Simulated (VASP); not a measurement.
Al4Co: single point with PBE

The system is Al4Co.

```
Al Co
1.0
     0.00000    4.50582    4.50582
     4.50582    0.00000    4.50582
     4.50582    4.50582    0.00000
Al Co
8 2
Direct
  0.35709 0.35709 0.35709
  0.35709 0.35709 0.92874
  0.35709 0.92874 0.35709
  0.92874 0.35709 0.35709
  0.89291 0.89291 0.89291
  0.89291 0.89291 0.32126
  0.89291 0.32126 0.89291
  0.32126 0.89291 0.89291
  0.75000 0.75000 0.75000
  0.50000 0.50000 0.50000
```

```yaml
Program: VASP 6.6.1
Task: single point
Functional: PBE
Potentials_or_basis: VASP PAW PBE potentials, release 64 (Al, Co)
Cutoff: 520 eV
k_mesh: 3 × 3 × 3
Occupations: gaussian, width 0.2 eV
Spin: collinear spin, ferromagnetic start
Starting_moments: "[0.0, 0.0, 0.0, 0.0, 0.0, 0.0, 0.0, 0.0, 3.0, 3.0] μB"
Dipole_correction: no
Further_INCAR_settings: ALGO = Normal; EDIFF = 1e-06; NBANDS = 36
```

```
Pressure                                              : 0.2 GPa
Band gap on the k mesh                                : zero (filled and empty bands overlap)
Net moment                                            : 0.00 μB per cell
Valence electrons inside the program's atomic spheres : Al 0.79; Co 8.45
```

Levels at points of the mesh, in eV from the Fermi level:
Spin up:
```csv
k point,band 18,band 19,band 20,band 21,band 22,band 23,band 24,band 25
"(0.00, 0.00, 0.00)",-1.17,-1.04,-1.04,-0.75,-0.75,-0.75,0.19,0.19
```
Spin down:
```tsv
k point	band 17	band 18	band 19	band 20	band 21	band 22	band 23	band 24	band 25	band 26
(0.00, 0.00, 0.00)	-1.17	-1.17	-1.04	-1.04	-0.75	-0.75	-0.75	0.19	0.19	3.32
```

Wall time 57 s on 1 thread of Intel(R) Xeon(R) Platinum 8488C (Sapphire Rapids), with other jobs on the host, peak memory 0.4 GiB.

Caveat: the k points lie up to 0.40 Å⁻¹ apart; the starting moments collapsed, and a magnetic state may lie lower.
